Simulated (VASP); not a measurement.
Si (a cell with a defect), 33 atoms in the cell. The cell holds a defect, 33 atoms: a = 9.220 Å, b = 9.220 Å, c = 9.992 Å, α = 116.09°, β = 116.09°, γ = 92.69°. 

- Program: VASP 6.6.1
- Task: single point
- Functional: PBE
- Potentials or basis: VASP PAW PBE potentials, release 64 (Si)
- Cutoff: 520 eV
- k mesh: 2 × 2 × 2, shifted
- Occupations: gaussian, width 0.02 eV
- Spin: no spin polarisation
- Dipole correction: no
- Further INCAR settings: LREAL = Auto; ALGO = Normal; EDIFF = 1e-06; NBANDS = 88

Potentials or basis: VASP PAW PBE potentials, release 64 (Si).

The run is started by

```sh
$ cat potpaw_PBE.64/Si/POTCAR > POTCAR
$ mpirun -np 1 vasp_std > vasp.out
```

Hardware: 1 thread of Intel(R) Xeon(R) 6975P-C (Granite Rapids), with other jobs on the host.

Task: How long does it take, and how much memory?

Result: Run time: 3.6 min on 1 thread of Intel(R) Xeon(R) 6975P-C (Granite Rapids), with other jobs on the host, peak memory 0.75 GiB. Counts: scf iterations 14, k points 4.
